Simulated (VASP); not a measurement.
# TiCo (P4/mmm) in VASP: single point with PBEsol

Aim: the single point of TiCo with PBEsol.

Program: VASP 6.6.1. These are calculated values, not measurements. Logs are shortened: lines on timing, memory, paths and dates and some standing lists are left out, and cuts for length are marked.

## (1) The cell of the first run

It takes space group P4/mmm (No. 123, tetragonal). Conventional cell: a = 2.968 Å, b = 2.968 Å, c = 2.910 Å, α = 90.00°, β = 90.00°, γ = 90.00°. Within 3.4 Å of Ti (site symmetry 4/mmm) lie 8 Co at 2.55 Å and 6 Ti at 2.91 to 2.97 Å. Co (site symmetry 4/mmm) has 8 Ti at 2.55 Å and 6 Co at 2.91 to 2.97 Å within 3.4 Å.

## (2) Single point, PBEsol, collinear spin, ferromagnetic start (biaxial strain in the a-b plane: +1.0 %, then relaxed in part)

INCAR

```
SYSTEM = TiCo
PREC = Accurate
ENCUT = 520
EDIFF = 1E-6
ISMEAR = 0
SIGMA = 0.1
LREAL = .FALSE.
LASPH = .TRUE.
NELM = 150
ALGO = Normal
ISIF = 2
LWAVE = .FALSE.
LCHARG = .TRUE.
ISPIN = 2
MAGMOM = 0 0.75
LORBIT = 11
LMAXMIX = 4
GGA = PS
LELF = .TRUE.
LVHAR = .TRUE.
NBANDS = 22
```

KPOINTS

```
regular mesh
0
G
  18 18 18
  0 0 0
```

POSCAR

```
TiCo
1.0
    2.9678924021      0.0000000000      0.0000000000
    0.0000000000      2.9678924021      0.0000000000
    0.0000000000      0.0000000000      2.9100577437
Ti Co
1 1
Direct
    0.0000000000      0.0000000000      0.0000000000
    0.5000000000      0.5000000000      0.5000000000
```

Potentials or basis: VASP PAW PBE potentials, release 64 (Ti_sv, Co).

The run is started by

```bash
cat potpaw_PBE.64/Ti_sv/POTCAR potpaw_PBE.64/Co/POTCAR > POTCAR
mpirun -np 1 vasp_std > vasp.out
```

OUTCAR:

```text
SYSTEM = TiCo
   PREC = Accurate
   ENCUT = 520
   EDIFF = 1E-6
   ISMEAR = 0
   LREAL = .FALSE.
   LASPH = .TRUE.
   NELM = 150
   ISIF = 2
   ISPIN = 2
   LORBIT = 11
   GGA = PS

 ion  position               nearest neighbor table
   1  0.000  0.000  0.000-   2 2.55   2 2.55   2 2.55   2 2.55   2 2.55   2 2.55   2 2.55   2 2.55

   2  0.500  0.500  0.500-   1 2.55   1 2.55   1 2.55   1 2.55   1 2.55   1 2.55   1 2.55   1 2.55

  LATTYP: Found a simple tetragonal cell.
 ALAT       =     2.9678924021
 C/A-ratio  =     0.9805132227

  Lattice vectors:

 A1 = (   2.9678924021,   0.0000000000,   0.0000000000)
 A2 = (   0.0000000000,   2.9678924021,   0.0000000000)
 A3 = (   0.0000000000,   0.0000000000,   2.9100577437)

Analysis of symmetry for initial positions (statically):
=====================================================================
 Subroutine PRICEL returns:
 Original cell was already a primitive cell.

 Routine SETGRP: Setting up the symmetry group for a
 simple tetragonal supercell.

 Subroutine GETGRP returns: Found 16 space group operations
 (whereof 16 operations were pure point group operations)
 out of a pool of 16 trial point group operations.

The static configuration has the point symmetry D_4h.

Analysis of symmetry for dynamics (positions and initial velocities):
=====================================================================
 Subroutine PRICEL returns:
 Original cell was already a primitive cell.

 Routine SETGRP: Setting up the symmetry group for a
 simple tetragonal supercell.

 Subroutine GETGRP returns: Found 16 space group operations
 (whereof 16 operations were pure point group operations)
 out of a pool of 16 trial point group operations.

The dynamic configuration has the point symmetry D_4h.

Analysis of structural, dynamic, and magnetic symmetry:
=====================================================================
 Subroutine PRICEL returns:
 Original cell was already a primitive cell.

 Routine SETGRP: Setting up the symmetry group for a
 simple tetragonal supercell.

 Subroutine GETGRP returns: Found 16 space group operations
 (whereof 16 operations were pure point group operations)
 out of a pool of 16 trial point group operations.

The overall configuration has the point symmetry D_4h.

 Subroutine INISYM returns: Found 16 space group operations
 (whereof 16 operations are pure point group operations),
 and found     1 'primitive' translations

----------------------------------------------------------------------------------------

[... 116 lines left out ...]
   LORBIT       =     11    0 simple, 1 ext, 2 COOP (PROOUT), +10 PAW based schemes
   GGA     = PS    functional components
   LHFCALC =     F    Hartree Fock is set to
   AEXX    =    0.0000 exact exchange contribution
   IVDW    =     0    specifies the selected vdW correction
   LEPSILON=     F    determine dielectric tensor
   LRPA    =     F    only Hartree local field effects (RPA)
 spin polarized calculation
 Gauss-broadening in eV      SIGMA  =   0.10
  energy-cutoff  :      520.00
  volume of cell :       25.63
 maximum number of plane-waves:       727
 NGX is ok and might be reduce to    24
   NGX = 11   NGY = 11   NGZ = 11

 number of electron      20.9999998 magnetization       0.6851918

 Free energy of the ion-electron system (eV)
  ---------------------------------------------------
  ext. energy  EPLUGINS =         0.00000000
  ---------------------------------------------------
  free energy    TOTEN  =       -16.90184856 eV

  energy without entropy =      -16.89063642  energy(sigma->0) =      -16.89624249

 E-fermi :  10.2673     XC(G=0): -12.9393

 val. band max:       10.2670168764   @ k =   0.5000   0.3889   0.0000
 cond. band min:      10.2678109546   @ k =   0.1667   0.1111   0.3889
 fundamental gap:      0.0007940782
 Fermi energy:        10.2673442786

 spin component 1

 k-point     1 :       0.0000    0.0000    0.0000
  band No.  band energies     occupation
      1     -46.6085      1.00000
      2     -22.7972      1.00000
      3     -22.7972      1.00000
      4     -22.7676      1.00000
      5       2.4032      1.00000
      6       5.9950      1.00000
[... 589 lines left out ...]
     21      28.6777      0.00000
     22      29.7974      0.00000

 [... further k-points ...]

 spin component 2

 k-point     1 :       0.0000    0.0000    0.0000
  band No.  band energies     occupation
      1     -46.6020      1.00000
      2     -22.7923      1.00000
      3     -22.7923      1.00000
      4     -22.7604      1.00000
      5       2.4278      1.00000
      6       6.4570      1.00000
[... 589 lines left out ...]
     21      28.7572      0.00000
     22      29.7597      0.00000

 [... further k-points ...]

------------------------ aborting loop because EDIFF is reached ----------------------------------------

  FORCE on cell =-STRESS in cart. coord.  units (eV):
  Direction    XX          YY          ZZ          XY          YZ          ZX
  --------------------------------------------------------------------------------------
  -------------------------------------------------------------------------------------
  Total       -0.4530767     -0.4530767     -0.1499465      0.0000000      0.0000000     -0.0000000
  in kB      -28.3194228    -28.3194228     -9.3723620      0.0000000      0.0000000     -0.0000000
  external PRESSURE =     -22.0037359 kB  Pullay stress =       0.0000000 kB

 VOLUME and BASIS-vectors are now :
 -----------------------------------------------------------------------------
  energy-cutoff  :      520.00
  volume of cell :       25.63
      direct lattice vectors                 reciprocal lattice vectors
     2.967892402  0.000000000  0.000000000     0.336939439  0.000000000  0.000000000
     0.000000000  2.967892402  0.000000000     0.000000000  0.336939439  0.000000000
     0.000000000  0.000000000  2.910057744     0.000000000  0.000000000  0.343635793

 POSITION                                       TOTAL-FORCE (eV/Angst)
 -----------------------------------------------------------------------------------
      0.00000      0.00000      0.00000         0.000000      0.000000      0.000000
      1.48395      1.48395      1.45503         0.000000      0.000000      0.000000
 -----------------------------------------------------------------------------------
    total drift:                                0.000000      0.000000     -0.000000

  FREE ENERGIE OF THE ION-ELECTRON SYSTEM (eV)
  ---------------------------------------------------
  free  energy   TOTEN  =       -16.9018485607 eV

  energy  without entropy=      -16.8906364240  energy(sigma->0) =      -16.89624249

 total charge

# of ion       s       p       d       tot
------------------------------------------
    1        2.258   6.194   1.891  10.343
    2        0.539   0.478   7.341   8.357
--------------------------------------------------
tot          2.797   6.672   9.232  18.700

 magnetization (x)

# of ion       s       p       d       tot
------------------------------------------
    1       -0.002  -0.008   0.004  -0.006
    2        0.025  -0.001   0.692   0.716
--------------------------------------------------
tot          0.023  -0.009   0.696   0.709
```

OSZICAR:

```text
N       E                     dE             d eps       ncg     rms          rms(c)
DAV:   1     0.164310106229E+03    0.16431E+03   -0.95373E+03 49454   0.120E+03
DAV:   2    -0.900045766407E+01   -0.17331E+03   -0.16486E+03 49360   0.304E+02
DAV:   3    -0.191801088485E+02   -0.10180E+02   -0.10000E+02 59884   0.787E+01
[... 11 lines left out ...]
DAV:  15    -0.169017862911E+02   -0.16346E-03   -0.44808E-03 72846   0.537E-01    0.763E-02
DAV:  16    -0.169016206842E+02    0.16561E-03   -0.36930E-03 60170   0.542E-01    0.868E-02
DAV:  17    -0.169018395212E+02   -0.21884E-03   -0.21957E-03 55734   0.420E-01    0.147E-02
DAV:  18    -0.169018485616E+02   -0.90405E-05   -0.37407E-05 68940   0.532E-02    0.495E-03
DAV:  19    -0.169018485607E+02    0.92496E-09   -0.16163E-06 37196   0.988E-03
   1 F= -.16901849E+02 E0= -.16896242E+02  d E =-.112121E-01  mag=     0.6845
```

stdout:

```text
POSCAR found type information on POSCAR TiCo
 POSCAR found :  2 types and       2 ions
 scaLAPACK will be used
 -----------------------------------------------------------------------------
|                                                                             |
|                                                                             |
|     You enforced a specific xc type in the INCAR file but a different       |
|     I HOPE YOU KNOW WHAT YOU ARE DOING!                                     |
|                                                                             |
 -----------------------------------------------------------------------------

 LDA part: xc-table for (Slater+PW92), standard interpolation
 POSCAR, INCAR and KPOINTS ok, starting setup
 FFT: planning ... GRIDC
 FFT: planning ... GRID_SOFT
 FFT: planning ... GRID
 WAVECAR not read
 entering main loop
```

Wall time 3.5 min (1 thread of Intel Xeon 6975P-C (Granite Rapids), shared host); peak memory 0.55 GiB.

What came out:

```
Free energy                                           : -16.9018 eV
Pressure                                              : -2.2 GPa
Net moment                                            : 0.69 μB per cell
Site moments                                          : Ti -0.01; Co +0.72 μB
Valence electrons inside the program's atomic spheres : Ti 10.34; Co 8.36
```

Stress tensor (GPa, compression positive):
```
-2.83  0.00  0.00
 0.00 -2.83  0.00
 0.00  0.00 -0.94
```

Caveat: the cell differs from its parent crystal (biaxial strain in the a-b plane: +1.0 %, then relaxed in part); the PAW data sets were made with another functional, which shifts forces and pressure a little.
